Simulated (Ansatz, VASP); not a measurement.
**SiC in VASP and in Ansatz**

File POSCAR:

```
SiC
1.0
    0.0000000000      2.1740000000      2.0870400000
    2.1740000000      0.0000000000      2.0870400000
    2.1740000000      2.1740000000      0.0000000000
Si C
1 1
Direct
    0.0000000000      0.0000000000      0.0000000000
    0.7500000000      0.7500000000      0.7500000000
```

INCAR.step1

```
SYSTEM = SiC
ALGO     = Normal         ! electronic algorithm
EDIFF    = 1E-4           ! SCF threshold, eV
ENCUT    = 520            ! plane-wave cutoff, eV
GGA      = PE             ! functional
ISMEAR   = 0              ! smearing method
LASPH    = .True.         ! aspherical terms in the spheres
LCHARG   = .False.        ! write CHGCAR
LREAL    = .False.        ! projectors in reciprocal space
LWAVE    = .True.         ! write WAVECAR
NBANDS   = 11             ! bands
NELM     = 60             ! most SCF steps
PREC     = Accurate       ! precision mode
SIGMA    = 0.05           ! smearing width, eV
```

The input INCAR.step2:

```
SYSTEM = SiC
ALGO     = Normal         ! electronic algorithm
EDIFF    = 1E-7           ! SCF threshold, eV
ENCUT    = 520            ! plane-wave cutoff, eV
ISIF     = 2              ! what is computed and relaxed
ISMEAR   = 0              ! smearing method
ISTART   = 1            
LASPH    = .True.         ! aspherical terms in the spheres
LCHARG   = .False.        ! write CHGCAR
LMIXTAU  = .True.       
LREAL    = .False.        ! projectors in reciprocal space
LWAVE    = .False.        ! write WAVECAR
METAGGA  = R2SCAN         ! meta-GGA
NBANDS   = 11             ! bands
NELM     = 60             ! most SCF steps
PREC     = Accurate       ! precision mode
SIGMA    = 0.05           ! smearing width, eV
```

KPOINTS

```
k-points
0
Gamma
  12 12 12
  0 0 0
```

Input for Ansatz:

```yaml
crystal:
  lattice:
    - [0.0, 2.174, 2.08704]
    - [2.174, 0.0, 2.08704]
    - [2.174, 2.174, 0.0]
  atoms:
    - { symbol: Si, position: [0.0, 0.0, 0.0] }
    - { symbol: C, position: [0.75, 0.75, 0.75] }
basis:
  ecutwfc: 500
kpoints:
  mp_grid: { grid: [12, 12, 12] }
hamiltonian:
  xc: r2scan
scf:
  occupations: { method: gaussian, width: 0.05 }
output:
  forces: true
  stress: true
  eigenvalues: true
```

Change from the starting cell: strain +0.000 along x and y, -0.040 along z, atoms carried along.

Alike in both runs: task single point; functional r2SCAN; k mesh 12 × 12 × 12; occupations gaussian, width 0.05 eV; no spin polarisation.

|  | VASP | Ansatz |
| --- | --- | --- |
| version | VASP 6.6.1 | Ansatz 0.2.0 |
| potentials or method | VASP PAW PBE potentials, release 64 (Si, C), cutoff 520 eV | scalar-relativistic, plane waves, PAW |
| valence electrons in the cell | 8 | 8 |

VASP gave:

| Quantity | Value |
| --- | --- |
| gap on the k mesh at the Fermi level (eV) | 1.25 |
| least direct gap on the mesh (eV) | 5.07 |
| pressure (GPa) | 11.2 |
| traceless stress, the component that is largest in VASP (GPa) | 7.04 |

Problem. What did Ansatz give for the same quantities?

Solution. gap on the k mesh at the Fermi level (eV): 1.24; least direct gap on the mesh (eV): 5.06; pressure (GPa): 11.4; traceless stress, the component that is largest in VASP (GPa): 7.00.

VASP's potentials were made for PBE, not for r2SCAN.
